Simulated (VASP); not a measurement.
**BP: vibrations by perturbation theory with PBEsol**

Crystal: BP.

```
CELL_PARAMETERS angstrom
0.00000 2.20307 2.20307
2.20307 0.00000 2.20307
2.20307 2.20307 0.00000
ATOMIC_POSITIONS crystal
B 0.00000 0.00000 0.00000
P 0.75000 0.75000 0.75000
```

```yaml
Program: VASP 6.6.1
Task: vibrations by perturbation theory
Functional: PBEsol
Potentials_or_basis: VASP PAW PBE potentials, release 64 (B, P)
Cutoff: 520 eV
k_mesh: 10 × 10 × 10
Occupations: gaussian, width 0.01 eV
Spin: no spin polarisation
Dipole_correction: no
Further_INCAR_settings: ALGO = Normal; EDIFF = 1e-08; IBRION = 8; NSW = 1
```

The electronic dielectric tensor (diagonal) is 9.42. The born charges (mean of the diagonal) is B -0.79; P +0.79 e and the highest phonon frequency at Γ, LO-TO splitting left out is 875 cm⁻¹.

Phonon frequencies in cm⁻¹ (negative: imaginary):
```csv
q point,frequencies
"(0.000, 0.000, 0.000)",0 0 0 875 875 875
```

Electronic dielectric tensor:
```
9.42 0.00 0.00
0.00 9.42 0.00
0.00 0.00 9.42
```

Born effective charge tensors (e):
atom 1, B
```
-0.79  0.00  0.00
 0.00 -0.79  0.00
 0.00  0.00 -0.79
```
atom 2, P
```
0.79 0.00 0.00
0.00 0.79 0.00
0.00 0.00 0.79
```

Run time: 110 s on 1 thread of Intel(R) Xeon(R) Platinum 8488C (Sapphire Rapids), on a shared host, peak memory 0.2 GiB.

Caveat: the cell wasn't relaxed at this level first, which shifts response properties.
